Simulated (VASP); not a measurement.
Here is a VASP 6.6.1 calculation.

The input POSCAR:

```
Cu
1.0
    0.0000000000      1.8075000000      1.8075000000
    1.8075000000      0.0000000000      1.8075000000
    1.8075000000      1.8075000000      0.0000000000
Cu
1
Direct
    0.0000000000      0.0000000000      0.0000000000
```

The input INCAR.step1:

```
SYSTEM = Cu
PREC = Accurate
ENCUT = 600
ISMEAR = 0
SIGMA = 0.1
LREAL = .FALSE.
LASPH = .TRUE.
NELM = 100
GGA = PE
ALGO = Normal
EDIFF = 1E-4
LWAVE = .TRUE.
LCHARG = .FALSE.
```

INCAR.step2

```
SYSTEM = Cu
PREC = Accurate
ENCUT = 600
EDIFF = 1E-7
ISMEAR = 0
SIGMA = 0.1
LREAL = .FALSE.
LASPH = .TRUE.
NELM = 100
ALGO = Normal
ISIF = 3
LWAVE = .FALSE.
LCHARG = .FALSE.
METAGGA = R2SCAN
LMIXTAU = .TRUE.
IBRION = 2
NSW = 100
EDIFFG = -0.002
PSTRESS = 211.0
ISTART = 1
```

KPOINTS

```
regular mesh
0
G
  20 20 20
  0 0 0
```

Potentials or basis: VASP PAW PBE potentials, release 64 (Cu).

The run is started by

```bash
$ cat potpaw_PBE.64/Cu/POTCAR > POTCAR
$ cp INCAR.step1 INCAR
$ mpirun -np 1 vasp_std > vasp.out
$ cp INCAR.step2 INCAR
$ mpirun -np 1 vasp_std > vasp.out
```

(1) What does it give for the relaxed cell?

(2) What does it give for the band gap on the k mesh?

Answers

(1) a = 2.448 Å, b = 2.448 Å, c = 2.448 Å, α = 60.00°, β = 60.00°, γ = 60.00°.

(2) zero (an odd number of electrons rules out a gap without spin polarisation).
